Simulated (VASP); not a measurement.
## ZrB: single point with PBE

The system is ZrB.

```xyz
4
Lattice="0.0089 4.8986 4.8992 2.4543 -0.0001 2.4541 2.4544 2.4539 -0.0001" Properties=species:S:1:pos:R:3 pbc="T T T"
Zr    2.3542    2.5021    2.3601
Zr    2.3584    4.9516    4.8099
B    -0.1025    0.0506   -0.0916
B    -0.0981    2.5001    2.3581
```

```yaml
Program: VASP 6.6.1
Task: single point
Functional: PBE
Potentials_or_basis: VASP PAW PBE potentials, release 64 (Zr_sv, B)
Cutoff: 520 eV
k_mesh: 9 × 9 × 9
Occupations: gaussian, width 0.05 eV
Spin: no spin polarisation
```

```yaml
Pressure: 0.1 GPa
Band_gap_on_the_k_mesh: zero (bands 15 and 16 overlap by 2.42 eV)
```

Forces on the atoms (eV/Å):
```
Zr  -0.001  0.001  0.002
Zr   0.001 -0.001 -0.001
B    0.000  0.000  0.000
B    0.000 -0.001 -0.001
```

Levels at points of the mesh, in eV from the Fermi level:
| k point | band 11 | band 12 | band 13 | band 14 | band 15 | band 16 | band 17 | band 18 | band 19 | band 20 |
| --- | --- | --- | --- | --- | --- | --- | --- | --- | --- | --- |
| (0.00, 0.00, 0.00) | -3.77 | -1.14 | -1.14 | 1.77 | 1.77 | 1.80 | 3.17 | 3.17 | 3.45 | 3.45 |

It took 14 min on 1 thread of Intel Xeon 8259CL (shared host), peak memory 0.52 GiB.
